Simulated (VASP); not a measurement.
# GaN (I-4m2) in VASP: a series of runs

Runs on GaN. Level: PBE. Tasks: single point.

Everything below comes from runs of VASP 6.6.1. Logs are shortened: lines on timing, memory, paths and dates and some standing lists are left out, and cuts for length are marked.

**1. The cell of the first run**

The structure is tetragonal, space group I-4m2 (No. 119). Conventional cell: a = 3.244 Å, b = 3.244 Å, c = 4.398 Å, α = 90.00°, β = 90.00°, γ = 90.00°. Within 2.6 Å of Ga (site symmetry -4m2) lie 4 N at 1.96 Å. N (site symmetry -4m2) has 4 Ga at 1.96 Å within 2.6 Å.

**2. Single point, PBE (epitaxial xy strain +2.0%)**

Contents of INCAR:

```
SYSTEM = GaN
PREC = Accurate
ENCUT = 520
EDIFF = 1E-6
ISMEAR = -1
SIGMA = 0.02
LREAL = .False.
LASPH = .True.
NELM = 100
ALGO = Normal
ISIF = 2
LWAVE = .False.
LCHARG = .True.
GGA = PE
LELF = .True.
LVHAR = .True.
NBANDS = 16
```

Contents of KPOINTS:

```
Automatic mesh
0
Gamma
  10 10 10
  0 0 0
```

Contents of POSCAR:

```
GaN
1.0
    0.0000000000      2.2939315919      2.1991652385
    2.2939315919      0.0000000000      2.1991652385
    2.2939315919      2.2939315919      0.0000000000
Ga N
1 1
Direct
    0.0000000000      0.0000000000      0.0000000000
    0.2500000000      0.2500000000      0.2500000000
```

Potentials or basis: VASP PAW PBE potentials, release 64 (Ga_d, N).

Launch:

```sh
$ cat potpaw_PBE.64/Ga_d/POTCAR potpaw_PBE.64/N/POTCAR > POTCAR
$ mpirun -np 1 vasp_std > vasp.out
```

OUTCAR:

```text
SYSTEM = GaN
   PREC = Accurate
   ENCUT = 520
   EDIFF = 1E-6
   ISMEAR = -1
   LREAL = .False.
   LASPH = .True.
   NELM = 100
   ISIF = 2
   GGA = PE

 ion  position               nearest neighbor table
   1  0.000  0.000  0.000-   2 1.96   2 1.96   2 1.96   2 1.96
   2  0.250  0.250  0.250-   1 1.96   1 1.96   1 1.96   1 1.96

  LATTYP: Found a body centered tetragonal cell.
 ALAT       =     3.2441091684
 C/A-ratio  =     1.3557899099

  Lattice vectors:

 A1 = (   0.0000000000,  -2.2939315919,  -2.1991652385)
 A2 = (   0.0000000000,   2.2939315919,  -2.1991652385)
 A3 = (   2.2939315919,   0.0000000000,   2.1991652385)

Analysis of symmetry for initial positions (statically):
=====================================================================
 Subroutine PRICEL returns:
 Original cell was already a primitive cell.

 Routine SETGRP: Setting up the symmetry group for a
 body centered tetragonal supercell.

 Subroutine GETGRP returns: Found  8 space group operations
 (whereof  8 operations were pure point group operations)
 out of a pool of 16 trial point group operations.

The static configuration has the point symmetry D_2d.

Analysis of symmetry for dynamics (positions and initial velocities):
=====================================================================
 Subroutine PRICEL returns:
 Original cell was already a primitive cell.

 Routine SETGRP: Setting up the symmetry group for a
 body centered tetragonal supercell.

 Subroutine GETGRP returns: Found  8 space group operations
 (whereof  8 operations were pure point group operations)
 out of a pool of 16 trial point group operations.

The dynamic configuration has the point symmetry D_2d.

 Subroutine INISYM returns: Found  8 space group operations
 (whereof  8 operations are pure point group operations),
 and found     1 'primitive' translations

----------------------------------------------------------------------------------------

                                     Primitive cell

  volume of cell :      23.1446

  direct lattice vectors                    reciprocal lattice vectors
     0.000000000  2.293931592  2.199165239    -0.217966395  0.217966395  0.227358996
     2.293931592  0.000000000  2.199165239     0.217966395 -0.217966395  0.227358996
     2.293931592  2.293931592  0.000000000     0.217966395  0.217966395 -0.227358996

  length of vectors
     3.177805830  3.177805830  3.244109168     0.383028474  0.383028474  0.383028474

  position of ions in fractional coordinates (direct lattice)
     0.000000000  0.000000000  0.000000000
     0.250000000  0.250000000  0.250000000

  ion indices of the primitive-cell ions
   primitive index   ion index
                 1           1
                 2           2

----------------------------------------------------------------------------------------

 KPOINTS: Automatic mesh

Automatic generation of k-mesh.
 Grid dimensions read from file:
 generate k-points for:   10   10   10

 Generating k-lattice:

  Cartesian coordinates                     Fractional coordinates (reciprocal lattice)
    -0.021796640  0.021796640  0.022735900     0.100000000  0.000000000  0.000000000
     0.021796640 -0.021796640  0.022735900     0.000000000  0.100000000  0.000000000
     0.021796640  0.021796640 -0.022735900    -0.000000000 -0.000000000  0.100000000

  Length of vectors
     0.038302847  0.038302847  0.038302847

  Shift w.r.t. Gamma in fractional coordinates (k-lattice)
     0.000000000  0.000000000  0.000000000

 Subroutine IBZKPT returns following result:
 ===========================================

 Found    102 irreducible k-points:

 Following reciprocal coordinates:
            Coordinates               Weight
  0.000000  0.000000  0.000000      1.000000
  0.100000  0.000000  0.000000      8.000000
  0.200000  0.000000  0.000000      8.000000
  0.300000  0.000000  0.000000      8.000000
  0.400000  0.000000  0.000000      8.000000
  0.500000  0.000000  0.000000      4.000000
[... 16 lines left out ...]
  0.300000  0.300000  0.000000      2.000000
  0.400000  0.300000  0.000000      8.000000
 [... further k-points ...]
   k-points           NKPTS =    102   k-points in BZ     NKDIM =    102   number of bands    NBANDS=     16
   number of dos      NEDOS =    301   number of ions     NIONS =      2
   total plane-waves  NPLWV =  13824
   dimension x,y,z NGX =    24 NGY =   24 NGZ =   24
   dimension x,y,z NGXF=    48 NGYF=   48 NGZF=   48
   ions per type =               1   1
   NGX,Y,Z   is equivalent  to a cutoff of  12.56, 12.56, 12.30 a.u.
   NGXF,Y,Z  is equivalent  to a cutoff of  25.11, 25.11, 24.60 a.u.
 SYSTEM =  GaN
   PREC   = accura    normal or accurate (medium, high low for compatibility)
   ISTART =      0    job   : 0-new  1-cont  2-samecut
   ICHARG =      2    charge: 1-file 2-atom 10-const
   ISPIN  =      1    spin polarized calculation?
   LNONCOLLINEAR =      F non collinear calculations
   LSORBIT =      F    spin-orbit coupling
   LASPH  =      T    aspherical Exc in radial PAW
   ENCUT  =  520.0 eV  38.22 Ry    6.18 a.u.   5.91  5.91  6.03*2*pi/ulx,y,z
   NELM   =    100;   NELMIN=  2; NELMDL= -5     # of ELM steps
   EDIFF  = 0.1E-05   stopping-criterion for ELM
   LREAL  =      F    real-space projection
   EDIFFG = 0.1E-04   stopping-criterion for IOM
   NSW    =      0    number of steps for IOM
   IBRION =     -1    ionic relax: 0-MD 1-quasi-New 2-CG
   NFREE  =      0    steps in history (QN), initial steepest desc. (CG)
   ISIF   =      2    stress and relaxation
   ISYM   =      2    0-nonsym 1-usesym 2-fastsym
   POTIM  = 0.5000    time-step for ionic-motion
   TEBEG  =    0.0;   TEEND  =   0.0 temperature during run
   PSTRESS=    0.0 pullay stress
   NELECT =      18.0000    total number of electrons
   NUPDOWN=      -1.0000    fix difference up-down
   EMIN   =  10.00;   EMAX   =-10.00  energy-range for DOS
   EFERMI =   0.00;   METHOD = LEGACY
   ISMEAR =    -1;   SIGMA  =   0.02  broadening in eV -4-tet -1-fermi 0-gaus
   EFERMI_NEDOS =   21; number of points for ismear=-14 and -15
   IALGO  =     38    algorithm
   IMIX   =      4    mixing-type and parameters
     AMIX     =   0.40;   BMIX     =  1.00
     AMIX_MAG =   1.60;   BMIX_MAG =  1.00
  volume/ion in A,a.u.               =      11.57        78.09
  Fermi-wavevector in a.u.,A,eV,Ry     =   1.505507  2.844995 30.838297  2.266551
  Thomas-Fermi vector in A             =   2.616347
   LORBIT       =      0    0 simple, 1 ext, 2 COOP (PROOUT), +10 PAW based schemes
   GGA     = PE    functional components
   LHFCALC =     F    Hartree Fock is set to
   AEXX    =    0.0000 exact exchange contribution
   IVDW    =     0    specifies the selected vdW correction
   LEPSILON=     F    determine dielectric tensor
   LRPA    =     F    only Hartree local field effects (RPA)
 non-spin polarized calculation
  energy-cutoff  :      520.00
  volume of cell :       23.14
 maximum number of plane-waves:       636
   NGX = 11   NGY = 11   NGZ = 13

 number of electron      17.9999997 magnetization

 Free energy of the ion-electron system (eV)
  ---------------------------------------------------
  ext. energy  EPLUGINS =         0.00000000
  ---------------------------------------------------
  free energy    TOTEN  =       -12.14003193 eV

  energy without entropy =      -12.14003193  energy(sigma->0) =      -12.14003193

 E-fermi :   5.6794     XC(G=0): -11.6094

 val. band max:        5.2801913449   @ k =   0.0000   0.0000   0.0000
 cond. band min:       6.8077979516   @ k =   0.0000   0.0000   0.0000
 fundamental gap:      1.5276066067
 Fermi energy:         5.6794135543

 k-point     1 :       0.0000    0.0000    0.0000
  band No.  band energies     occupation
      1     -10.6748      2.00000
      2      -8.2890      2.00000
      3      -8.2890      2.00000
      4      -8.2464      2.00000
      5      -7.9689      2.00000
      6      -7.9676      2.00000
[... 8 lines left out ...]
     15      23.4891      0.00000
     16      23.4891      0.00000

 k-point     2 :       0.1000    0.0000    0.0000
  band No.  band energies     occupation
      1     -10.5671      2.00000
      2      -8.2758      2.00000
      3      -8.2612      2.00000
      4      -8.2219      2.00000
      5      -7.9695      2.00000
      6      -7.9690      2.00000
[... 8 lines left out ...]
     15      22.2956      0.00000
     16      23.3306      0.00000

 k-point     3 :       0.2000    0.0000    0.0000
  band No.  band energies     occupation
      1     -10.2978      2.00000
      2      -8.2457      2.00000
      3      -8.2188      2.00000
      4      -8.0716      2.00000
      5      -7.9685      2.00000
      6      -7.9646      2.00000
[... 8 lines left out ...]
     15      21.6212      0.00000
     16      22.4730      0.00000

 k-point     4 :       0.3000    0.0000    0.0000
  band No.  band energies     occupation
      1     -10.0158      2.00000
      2      -8.2195      2.00000
      3      -8.1900      2.00000
      4      -7.9651      2.00000
      5      -7.9468      2.00000
      6      -7.6699      2.00000
[... 8 lines left out ...]
     15      22.2885      0.00000
     16      22.5611      0.00000

 k-point     5 :       0.4000    0.0000    0.0000
  band No.  band energies     occupation
      1      -9.8502      2.00000
      2      -8.2084      2.00000
      3      -8.1778      2.00000
      4      -7.9459      2.00000
      5      -7.9213      2.00000
      6      -7.0705      2.00000
[... 8 lines left out ...]
     15      23.7523      0.00000
     16      23.7595      0.00000

 k-point     6 :       0.5000    0.0000    0.0000
  band No.  band energies     occupation
      1      -9.8028      2.00000
      2      -8.2064      2.00000
      3      -8.1757      2.00000
      4      -7.9362      2.00000
      5      -7.9090      2.00000
      6      -6.7205      2.00000
[... 8 lines left out ...]
     15      24.7022      0.00000
     16      24.7425      0.00000

 k-point     7 :       0.1000    0.1000    0.0000
  band No.  band energies     occupation
      1     -10.5252      2.00000
      2      -8.2639      2.00000
      3      -8.2639      2.00000
      4      -8.2110      2.00000
      5      -7.9739      2.00000
      6      -7.9605      2.00000
[... 8 lines left out ...]
     15      24.1853      0.00000
     16      24.2891      0.00000

 k-point     8 :       0.2000    0.1000    0.0000
  band No.  band energies     occupation
      1     -10.3074      2.00000
      2      -8.2322      2.00000
      3      -8.2307      2.00000
      4      -8.1211      2.00000
      5      -7.9588      2.00000
      6      -7.9510      2.00000
[... 8 lines left out ...]
     15      23.4759      0.00000
     16      23.4948      0.00000

 k-point     9 :       0.3000    0.1000    0.0000
  band No.  band energies     occupation
      1     -10.0357      2.00000
      2      -8.2019      2.00000
      3      -8.1988      2.00000
      4      -8.0278      2.00000
      5      -7.9344      2.00000
      6      -7.7210      2.00000
[... 8 lines left out ...]
     15      22.8213      0.00000
     16      23.6429      0.00000
[... 172 lines left out ...]
 k-point    19 :       0.5000    0.2000    0.0000
  band No.  band energies     occupation
      1      -9.7264      2.00000
      2      -8.1684      2.00000
      3      -8.1277      2.00000
      4      -8.0220      2.00000
      5      -7.9064      2.00000
      6      -6.5663      2.00000
[... 8 lines left out ...]
     15      25.5468      0.00000
     16      25.5804      0.00000

 k-point    20 :      -0.4000    0.2000    0.0000
  band No.  band energies     occupation
      1      -9.7230      2.00000
      2      -8.1710      2.00000
      3      -8.1329      2.00000
      4      -7.9910      2.00000
      5      -7.9305      2.00000
      6      -6.4902      2.00000
[... 8 lines left out ...]
     15      23.6509      0.00000
     16      25.6612      0.00000

 k-point    21 :      -0.3000    0.2000    0.0000
  band No.  band energies     occupation
      1      -9.7870      2.00000
      2      -8.1701      2.00000
      3      -8.1503      2.00000
      4      -7.9784      2.00000
      5      -7.9651      2.00000
      6      -6.9722      2.00000
[... 8 lines left out ...]
     15      21.9422      0.00000
     16      26.0296      0.00000

 k-point    22 :      -0.2000    0.2000    0.0000
  band No.  band energies     occupation
      1      -9.9364      2.00000
      2      -8.1867      2.00000
      3      -8.1737      2.00000
      4      -7.9827      2.00000
      5      -7.9789      2.00000
      6      -7.5322      2.00000
[... 8 lines left out ...]
     15      22.1063      0.00000
     16      25.9434      0.00000

 k-point    23 :       0.3000    0.3000    0.0000
  band No.  band energies     occupation
      1      -9.8321      2.00000
      2      -8.1432      2.00000
      3      -8.1023      2.00000
      4      -8.1023      2.00000
      5      -7.9115      2.00000
      6      -7.3946      2.00000
[... 8 lines left out ...]
     15      26.5227      0.00000
     16      27.1856      0.00000

 k-point    24 :       0.4000    0.3000    0.0000
  band No.  band energies     occupation
      1      -9.7300      2.00000
      2      -8.1617      2.00000
      3      -8.0677      2.00000
      4      -8.0661      2.00000
      5      -7.8993      2.00000
      6      -6.9284      2.00000
[... 8 lines left out ...]
     15      27.1046      0.00000
     16      27.1193      0.00000

 [... further k-points ...]

------------------------ aborting loop because EDIFF is reached ----------------------------------------

  FORCE on cell =-STRESS in cart. coord.  units (eV):
  Direction    XX          YY          ZZ          XY          YZ          ZX
  --------------------------------------------------------------------------------------
  -------------------------------------------------------------------------------------
  Total        0.1923431      0.1923431      0.8622455      0.0000000      0.0000000      0.0000000
  in kB       13.3149155     13.3149155     59.6887872      0.0000000      0.0000000      0.0000000
  external PRESSURE =      28.7728727 kB  Pullay stress =       0.0000000 kB

 VOLUME and BASIS-vectors are now :
 -----------------------------------------------------------------------------
  energy-cutoff  :      520.00
  volume of cell :       23.14
      direct lattice vectors                 reciprocal lattice vectors
     0.000000000  2.293931592  2.199165239    -0.217966395  0.217966395  0.227358996
     2.293931592  0.000000000  2.199165239     0.217966395 -0.217966395  0.227358996
     2.293931592  2.293931592  0.000000000     0.217966395  0.217966395 -0.227358996

 POSITION                                       TOTAL-FORCE (eV/Angst)
 -----------------------------------------------------------------------------------
      0.00000      0.00000      0.00000         0.000000      0.000000      0.000000
      1.14697      1.14697      1.09958        -0.000000     -0.000000     -0.000000
 -----------------------------------------------------------------------------------
    total drift:                                0.000002      0.000002      0.000001

  FREE ENERGIE OF THE ION-ELECTRON SYSTEM (eV)
  ---------------------------------------------------
  free  energy   TOTEN  =       -12.1400319252 eV

  energy  without entropy=      -12.1400319252  energy(sigma->0) =      -12.14003193
```

Run time: 29 s. Hardware: 1 thread of Intel Xeon 8259CL, shared host; peak memory 0.16 GiB.

What came out:

* Free energy: -12.1400 eV
* Pressure: 2.9 GPa
* Band gap on the k mesh: 1.53 eV

Levels at points of the mesh, in eV from the valence-band top:
| k point | band 6 | band 7 | band 8 | band 9 | band 10 | band 11 | band 12 | band 13 |
| --- | --- | --- | --- | --- | --- | --- | --- | --- |
| (0.00, 0.00, 0.00) | -13.25 | -0.18 | -0.18 | 0.00 | 1.53 | 10.04 | 10.16 | 10.16 |
| (0.50, 0.00, 0.00) | -12.00 | -7.08 | -1.22 | -0.92 | 4.40 | 8.56 | 9.89 | 10.55 |
| (0.50, 0.50, 0.00) | -11.43 | -5.89 | -2.99 | -2.99 | 3.07 | 6.03 | 11.89 | 13.57 |
| (0.50, 0.00, 0.50) | -11.65 | -6.34 | -2.68 | -2.66 | 3.33 | 6.70 | 11.31 | 13.32 |

Caveat: the cell differs from its parent crystal (epitaxial xy strain +2.0%); the structure was generated, so it needn't be the stable form of GaN.

**3. Single point, PBE (epitaxial xy strain +3.0%)**

Contents of INCAR:

```
SYSTEM = GaN
ALGO = Normal ; EDIFF = 1E-7
ENCUT = 520 ; GGA = PE
ISIF = 2 ; ISMEAR = -1
LASPH = .TRUE. ; LCHARG = .FALSE.
LREAL = .FALSE. ; LWAVE = .FALSE.
NBANDS = 16 ; NELM = 60
PREC = Accurate ; SIGMA = 0.02
```

Contents of KPOINTS:

```
k-points
0
G
  10 10 10
  0 0 0
```

Contents of POSCAR:

```
GaN
1.0
    0.0000000000      2.3164211173      2.1730578193
    2.3164211173      0.0000000000      2.1730578193
    2.3164211173      2.3164211173      0.0000000000
Ga N
1 1
Direct
    0.0000000000      0.0000000000      0.0000000000
    0.2500000000      0.2500000000      0.2500000000
```

Potentials or basis: VASP PAW PBE potentials, release 64 (Ga_d, N).

Launch:

```sh
$ cat potpaw_PBE.64/Ga_d/POTCAR potpaw_PBE.64/N/POTCAR > POTCAR
$ mpirun -np 1 vasp_std > vasp.out
```

Wall time 26 s (1 thread of Intel Xeon 8259CL, shared host); peak memory 0.16 GiB.

Results (log left out):

| Property | Result |
| --- | --- |
| Free energy | -12.1305 eV |
| Pressure | 1.3 GPa |
| Band gap on the k mesh | 1.42 eV |

Stress tensor (GPa, compression positive):
```
-0.90  0.00  0.00
 0.00 -0.90  0.00
 0.00  0.00  5.82
```

Levels at points of the mesh, in eV from the valence-band top:
```csv
k point,band 5,band 6,band 7,band 8,band 9,band 10,band 11,band 12,band 13,band 14
"(0.00, 0.00, 0.00)",-13.31,-13.31,-0.26,-0.26,0.00,1.42,9.92,10.10,10.10,17.20
"(0.50, 0.00, 0.00)",-13.24,-12.06,-7.07,-1.34,-0.90,4.25,8.47,9.65,10.68,15.23
"(0.50, 0.50, 0.00)",-13.22,-11.41,-5.75,-3.11,-3.11,2.95,5.70,11.98,13.36,13.36
"(0.50, 0.00, 0.50)",-13.25,-11.74,-6.44,-2.64,-2.61,3.32,6.72,11.11,12.99,14.38
```

Caveat: the cell differs from its parent crystal (epitaxial xy strain +3.0%); the stress differs along the axes, from -1 to 6 GPa; the structure was generated, so it needn't be the stable form of GaN.
